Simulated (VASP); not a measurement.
A run of VASP 6.6.1 is set up as follows.

File POSCAR:

```
Rh
1.0
    2.6917446234      0.0000000000      0.0000000000
   -1.3458723117      2.3311192244      0.0000000000
    0.0000000000      0.0000000000      8.7980701300
Rh
4
Direct
    0.0000000000      0.0000000000      0.0000000000
    0.3333333300      0.6666666700      0.2500000000
    0.0000000000      0.0000000000      0.5000000000
    0.6666666700      0.3333333300      0.7500000000
```

Contents of INCAR.step1:

```
SYSTEM = Rh
PREC = Accurate
ENCUT = 550
ISMEAR = 0
SIGMA = 0.1
LREAL = .FALSE.
LASPH = .TRUE.
NELM = 120
NBANDS = 38
GGA = PE
ALGO = Normal
EDIFF = 1E-5
LWAVE = .TRUE.
LCHARG = .FALSE.
GGA_COMPAT = .FALSE.
```

File INCAR.step2:

```
SYSTEM = Rh
PREC = Accurate
ENCUT = 550
EDIFF = 1E-6
ISMEAR = 0
SIGMA = 0.1
LREAL = .FALSE.
LASPH = .TRUE.
NELM = 120
ALGO = Normal
ISIF = 2
LWAVE = .FALSE.
LCHARG = .TRUE.
METAGGA = R2SCAN
LMIXTAU = .TRUE.
LELF = .TRUE.
LVHAR = .TRUE.
NBANDS = 38
ISTART = 1
GGA_COMPAT = .FALSE.
```

File KPOINTS:

```
regular mesh
0
G
  6 6 2
  0 0 0
```

Potentials or basis: VASP PAW PBE potentials, release 64 (Rh_pv).

Run with:

```console
$ cat potpaw_PBE.64/Rh_pv/POTCAR > POTCAR
$ cp INCAR.step1 INCAR
$ mpirun -np 1 vasp_std > vasp.out
$ cp INCAR.step2 INCAR
$ mpirun -np 1 vasp_std > vasp.out
```

Predict the pressure.

0.5 GPa.

What does it give for the band gap on the k mesh?

Zero (bands 30 and 31 overlap by 2.10 eV).

Stress tensor (GPa, compression positive):
```
 2.30  0.00  0.00
 0.00  2.30  0.00
 0.00  0.00 -3.14
```

Caveat: the k points lie up to 0.45 Å⁻¹ apart, too coarse for converged energies and pressures of a metal; the PAW data sets were made with another functional, which shifts forces and pressure a little.
